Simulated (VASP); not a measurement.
# Bi2Se3 (R-3m) in VASP: single point with PBE

Aim: the single point of Bi2Se3 with PBE.

Everything below comes from runs of VASP 6.6.1. Logs are shortened: lines on timing, memory, paths and dates and some standing lists are left out, and cuts for length are marked.

## Step 1: The cell of the first run

The structure is trigonal, space group R-3m (No. 166). Conventional cell: a = 4.143 Å, b = 4.143 Å, c = 28.636 Å, α = 90.00°, β = 90.00°, γ = 120.00°. Within 3.8 Å of Bi (site symmetry 3m) lie 6 Se at 2.85 to 3.07 Å. Se (site symmetry -3m) has 6 Bi at 3.07 Å and 12 Se at 4.14 to 4.23 Å within 4.3 Å. Within 3.8 Å of Se (site symmetry 3m) lie 3 Bi at 2.85 Å and 3 Se at 3.52 Å.

## Step 2: Single point, PBE

INCAR

```
ALGO = Normal
EDIFF = 1E-6
ENCUT = 500
GGA = PE
GGA_COMPAT = F
ISIF = 2
ISMEAR = 0
LASPH = T
LCHARG = F
LREAL = F
LWAVE = F
NBANDS = 32
NELM = 120
PREC = Accurate
SIGMA = 0.03
```

KPOINTS

```
k-points
0
Gamma
  9 9 9
```

POSCAR

```
Bi2Se3
1.0
    2.0714992968      1.1959806766      9.5453300000
   -2.0714992968      1.1959806766      9.5453300000
    0.0000000000     -2.3919613533      9.5453300000
Bi Se
2 3
Direct
    0.4008000000      0.4008000000      0.4008000000
    0.5992000000      0.5992000000      0.5992000000
    0.0000000000      0.0000000000      0.0000000000
    0.2117000000      0.2117000000      0.2117000000
    0.7883000000      0.7883000000      0.7883000000
```

Potentials or basis: VASP PAW PBE potentials, release 64 (Bi_d, Se).

Run with:

```console
$ cat potpaw_PBE.64/Bi_d/POTCAR potpaw_PBE.64/Se/POTCAR > POTCAR
$ mpirun -np 1 vasp_std > vasp.out
```

OUTCAR:

```text
EDIFF = 1E-6
   ENCUT = 500
   GGA = PE
   ISIF = 2
   ISMEAR = 0
   LASPH = T
   LREAL = F
   NELM = 120
   PREC = Accurate

 ion  position               nearest neighbor table
   1  0.401  0.401  0.401-   5 2.85   5 2.85   5 2.85   3 3.07   3 3.07   3 3.07
   2  0.599  0.599  0.599-   4 2.85   4 2.85   4 2.85   3 3.07   3 3.07   3 3.07
   3  0.000  0.000  0.000-   2 3.07   1 3.07   2 3.07   2 3.07   1 3.07   1 3.07
   4  0.212  0.212  0.212-   2 2.85   2 2.85   2 2.85
   5  0.788  0.788  0.788-   1 2.85   1 2.85   1 2.85

  LATTYP: Found a trigonal (rhomboedric) cell.
 ALAT       =     9.8404676680
 COS(alpha) =     0.9113725817

  Lattice vectors:

 A1 = (   2.0714992968,   1.1959806766,   9.5453300000)
 A2 = (  -2.0714992968,   1.1959806766,   9.5453300000)
 A3 = (   0.0000000000,  -2.3919613533,   9.5453300000)

Analysis of symmetry for initial positions (statically):
=====================================================================
 Subroutine PRICEL returns:
 Original cell was already a primitive cell.

 Routine SETGRP: Setting up the symmetry group for a
 trigonal (rhombohedral) supercell.

 Subroutine GETGRP returns: Found 12 space group operations
 (whereof 12 operations were pure point group operations)
 out of a pool of 12 trial point group operations.

The static configuration has the point symmetry D_3d.

Analysis of symmetry for dynamics (positions and initial velocities):
=====================================================================
 Subroutine PRICEL returns:
 Original cell was already a primitive cell.

 Routine SETGRP: Setting up the symmetry group for a
 trigonal (rhombohedral) supercell.

 Subroutine GETGRP returns: Found 12 space group operations
 (whereof 12 operations were pure point group operations)
 out of a pool of 12 trial point group operations.

The dynamic configuration has the point symmetry D_3d.

 Subroutine INISYM returns: Found 12 space group operations
 (whereof 12 operations are pure point group operations),
 and found     1 'primitive' translations

----------------------------------------------------------------------------------------

[... 94 lines left out ...]
   LSORBIT =      F    spin-orbit coupling
   LASPH  =      T    aspherical Exc in radial PAW
   ENCUT  =  500.0 eV  36.75 Ry    6.06 a.u.  17.94 17.94 17.94*2*pi/ulx,y,z
   NELM   =    120;   NELMIN=  2; NELMDL= -5     # of ELM steps
   EDIFF  = 0.1E-05   stopping-criterion for ELM
   LREAL  =      F    real-space projection
   EDIFFG = 0.1E-04   stopping-criterion for IOM
   NSW    =      0    number of steps for IOM
   IBRION =     -1    ionic relax: 0-MD 1-quasi-New 2-CG
   NFREE  =      0    steps in history (QN), initial steepest desc. (CG)
   ISIF   =      2    stress and relaxation
   ISYM   =      2    0-nonsym 1-usesym 2-fastsym
   POTIM  = 0.5000    time-step for ionic-motion
   TEBEG  =    0.0;   TEEND  =   0.0 temperature during run
   PSTRESS=    0.0 pullay stress
   NELECT =      48.0000    total number of electrons
   NUPDOWN=      -1.0000    fix difference up-down
   EMIN   =  10.00;   EMAX   =-10.00  energy-range for DOS
   EFERMI =   0.00;   METHOD = LEGACY
   ISMEAR =     0;   SIGMA  =   0.03  broadening in eV -4-tet -1-fermi 0-gaus
   EFERMI_NEDOS =   21; number of points for ismear=-14 and -15
   IALGO  =     38    algorithm
   IMIX   =      4    mixing-type and parameters
     AMIX     =   0.40;   BMIX     =  1.00
     AMIX_MAG =   1.60;   BMIX_MAG =  1.00
  volume/ion in A,a.u.               =      28.38       191.50
  Fermi-wavevector in a.u.,A,eV,Ry     =   1.140700  2.155611 17.703860  1.301197
  Thomas-Fermi vector in A             =   2.277402
   LORBIT       =      0    0 simple, 1 ext, 2 COOP (PROOUT), +10 PAW based schemes
   GGA     = PE    functional components
   LHFCALC =     F    Hartree Fock is set to
   AEXX    =    0.0000 exact exchange contribution
   IVDW    =     0    specifies the selected vdW correction
   LEPSILON=     F    determine dielectric tensor
   LRPA    =     F    only Hartree local field effects (RPA)
 non-spin polarized calculation
 Gauss-broadening in eV      SIGMA  =   0.03
  energy-cutoff  :      500.00
  volume of cell :      141.89
 maximum number of plane-waves:      3631
   NGX = 35   NGY = 35   NGZ = 35

 number of electron      48.0000004 magnetization

 Free energy of the ion-electron system (eV)
  ---------------------------------------------------
  ext. energy  EPLUGINS =         0.00000000
  ---------------------------------------------------
  free energy    TOTEN  =       -20.15530980 eV

  energy without entropy =      -20.15530980  energy(sigma->0) =      -20.15530980

 E-fermi :   5.0774     XC(G=0):  -9.4969

 val. band max:        4.9713953223   @ k =   0.0000   0.0000   0.0000
 cond. band min:       5.1834364587   @ k =   0.0000   0.0000   0.0000
 fundamental gap:      0.2120411365
 Fermi energy:         5.0773810760

 k-point     1 :       0.0000    0.0000    0.0000
  band No.  band energies     occupation
      1     -18.1603      2.00000
      2     -18.1603      2.00000
      3     -18.1586      2.00000
      4     -18.1586      2.00000
      5     -18.1531      2.00000
      6     -18.1506      2.00000
[... 829 lines left out ...]
     31      10.0573      0.00000
     32      11.7710      0.00000

 [... further k-points ...]

------------------------ aborting loop because EDIFF is reached ----------------------------------------

  FORCE on cell =-STRESS in cart. coord.  units (eV):
  Direction    XX          YY          ZZ          XY          YZ          ZX
  --------------------------------------------------------------------------------------
  -------------------------------------------------------------------------------------
  Total        2.2703206      2.2703206      2.3033140      0.0000000     -0.0000000      0.0000000
  in kB       25.6357850     25.6357850     26.0083362      0.0000000     -0.0000000      0.0000000
  external PRESSURE =      25.7599687 kB  Pullay stress =       0.0000000 kB

 VOLUME and BASIS-vectors are now :
 -----------------------------------------------------------------------------
  energy-cutoff  :      500.00
  volume of cell :      141.89
      direct lattice vectors                 reciprocal lattice vectors
     2.071499297  1.195980677  9.545330000     0.241371069  0.139355652  0.034921091
    -2.071499297  1.195980677  9.545330000    -0.241371069  0.139355652  0.034921091
     0.000000000 -2.391961353  9.545330000     0.000000000 -0.278711303  0.034921091

 POSITION                                       TOTAL-FORCE (eV/Angst)
 -----------------------------------------------------------------------------------
      0.00000     -0.00000     11.47730         0.000000      0.000000     -0.166246
      0.00000     -0.00000     17.15869         0.000000     -0.000000      0.166246
      0.00000      0.00000      0.00000         0.000000      0.000000     -0.000000
      0.00000     -0.00000      6.06224         0.000000      0.000000     -0.166933
      0.00000     -0.00000     22.57375         0.000000     -0.000000      0.166933
 -----------------------------------------------------------------------------------
    total drift:                                0.000000      0.000000      0.000000

  FREE ENERGIE OF THE ION-ELECTRON SYSTEM (eV)
  ---------------------------------------------------
  free  energy   TOTEN  =       -20.1553098025 eV

  energy  without entropy=      -20.1553098023  energy(sigma->0) =      -20.15530980
```

stdout:

```text
POSCAR found type information on POSCAR BiSe
 POSCAR found :  2 types and       5 ions
 scaLAPACK will be used
 LDA part: xc-table for (Slater+PW92), standard interpolation
 POSCAR, INCAR and KPOINTS ok, starting setup
 FFT: planning ... GRIDC
 FFT: planning ... GRID_SOFT
 FFT: planning ... GRID
 WAVECAR not read
 entering main loop
```

Wall time 46 min (1 thread of AMD EPYC 7R43 (Zen 3), shared host); peak memory 0.83 GiB.

Results:

```yaml
Free_energy: -20.1553 eV
Pressure: 2.6 GPa
Largest_force: 0.167 eV/Å
Band_gap_on_the_k_mesh: 0.21 eV
```

Forces on the atoms (eV/Å):
```
Bi   0.000  0.000 -0.166
Bi   0.000  0.000  0.166
Se   0.000  0.000  0.000
Se   0.000  0.000 -0.167
Se   0.000  0.000  0.167
```

Levels at points of the mesh, in eV from the valence-band top:
```csv
k point,band 20,band 21,band 22,band 23,band 24,band 25,band 26,band 27,band 28,band 29
"(0.00, 0.00, 0.00)",-1.87,-1.87,-1.22,-1.22,0.00,0.21,1.39,1.39,2.12,2.71
```

Caveat: spin-orbit coupling is left out, which moves the levels of the heavy elements; an odd mesh through Γ misses points on the zone boundary, where band edges can lie.
